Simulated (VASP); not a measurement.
Input of a VASP 6.6.1 run:

File INCAR:

```
SYSTEM = As2Se
PREC = Accurate
ENCUT = 520
EDIFF = 1E-6
ISMEAR = 0
SIGMA = 0.1
LREAL = .FALSE.
LASPH = .TRUE.
NELM = 60
ALGO = Normal
ISIF = 2
LWAVE = .FALSE.
LCHARG = .TRUE.
GGA = PS
LELF = .TRUE.
LVHAR = .TRUE.
NBANDS = 25
```

Contents of KPOINTS:

```
regular mesh
0
G
  4 4 4
  0 0 0
```

File POSCAR:

```
As2Se
1.0
   -6.6696360575      6.6696360575      5.0145244408
    6.6696360575     -6.6696360575      5.0145244408
    6.6696360575      6.6696360575     -5.0145244408
As Se
4 2
Direct
    0.8750000000      0.1250000000      0.7500000000
    0.3750000000      0.1250000000      0.2500000000
    0.8750000000      0.6250000000      0.7500000000
    0.8750000000      0.1250000000      0.2500000000
    0.5000000000      0.5000000000      0.0000000000
    0.2500000000      0.7500000000      0.5000000000
```

Potentials or basis: VASP PAW PBE potentials, release 64 (As, Se).

The run is started by

```sh
$ cat potpaw_PBE.64/As/POTCAR potpaw_PBE.64/Se/POTCAR > POTCAR
$ mpirun -np 1 vasp_std > vasp.out
```

Q: Estimate the band gap on the k mesh.

A: Zero (bands 16 and 17 overlap by 0.01 eV).

Q: Predict the pressure.

A: -0.9 GPa.

Stress tensor (GPa, compression positive):
```
-0.79  0.00  0.00
 0.00 -0.79  0.00
 0.00  0.00 -1.17
```

Caveat: the atoms stand far beyond bonding distance, and open shells without spin polarisation read as a metal; the PAW data sets were made with another functional, which shifts forces and pressure a little; this functional lacks dispersion, which binds layers or chains, so the pressure and a relaxed spacing across them are unreliable.
